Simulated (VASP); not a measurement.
Input of a VASP 6.6.1 run:

The input POSCAR:

```
PtS2
1.0
    3.5432000000      0.0000000000      0.0000000000
   -1.7716000000      3.0685012100      0.0000000000
    0.0000000000      0.0000000000      5.0388000000
Pt S
1 2
Direct
    0.0000000000      0.0000000000      0.0000000000
    0.3333333300      0.6666666700      0.2270000000
    0.6666666700      0.3333333300      0.7730000000
```

File INCAR.step1:

```
PREC     = Accurate       # precision mode
ENCUT    = 520            # plane-wave cutoff, eV
ISMEAR   = -1             # smearing method
SIGMA    = 0.1            # smearing width, eV
LREAL    = False          # projectors in reciprocal space
LASPH    = True           # aspherical terms in the spheres
NELM     = 80             # most SCF steps
NBANDS   = 18             # bands
GGA      = PE             # functional
ALGO     = Normal         # electronic algorithm
EDIFF    = 1E-4           # SCF threshold, eV
LWAVE    = True           # write WAVECAR
LCHARG   = False          # write CHGCAR
```

INCAR.step2

```
PREC     = Accurate       # precision mode
ENCUT    = 520            # plane-wave cutoff, eV
EDIFF    = 1E-7           # SCF threshold, eV
ISMEAR   = -1             # smearing method
SIGMA    = 0.1            # smearing width, eV
LREAL    = False          # projectors in reciprocal space
LASPH    = True           # aspherical terms in the spheres
NELM     = 80             # most SCF steps
ALGO     = Normal         # electronic algorithm
ISIF     = 2              # what is computed and relaxed
LWAVE    = False          # write WAVECAR
LCHARG   = True           # write CHGCAR
METAGGA  = R2SCAN         # meta-GGA
LMIXTAU  = True         
LELF     = True           # ELF
LVHAR    = True         
NBANDS   = 18             # bands
ISTART   = 1
```

File KPOINTS:

```
regular mesh
0
Gamma
  6 6 4
```

Potentials or basis: VASP PAW PBE potentials, release 64 (Pt, S).

Launch:

```bash
$ cat potpaw_PBE.64/Pt/POTCAR potpaw_PBE.64/S/POTCAR > POTCAR
$ cp INCAR.step1 INCAR
$ mpirun -np 1 vasp_std > vasp.out
$ cp INCAR.step2 INCAR
$ mpirun -np 1 vasp_std > vasp.out
```

Q: Predict the pressure.

A: 9.3 GPa.

Q: Estimate the largest force.

A: 1.213 eV/Å.

Q: Estimate the band gap on the k mesh.

A: 1.14 eV, indirect (least direct gap 1.67 eV).

Forces in eV/Å, atoms in the order of the input:
```
Pt   0.000  0.000  0.000
S    0.000  0.000  1.213
S    0.000  0.000 -1.213
```

Caveat: the PAW data sets were made with another functional, which shifts forces and pressure a little; spin-orbit coupling is left out, which moves the levels of the heavy elements. r2SCAN opens gaps a little over a GGA but as a rule still falls short of measured ones.
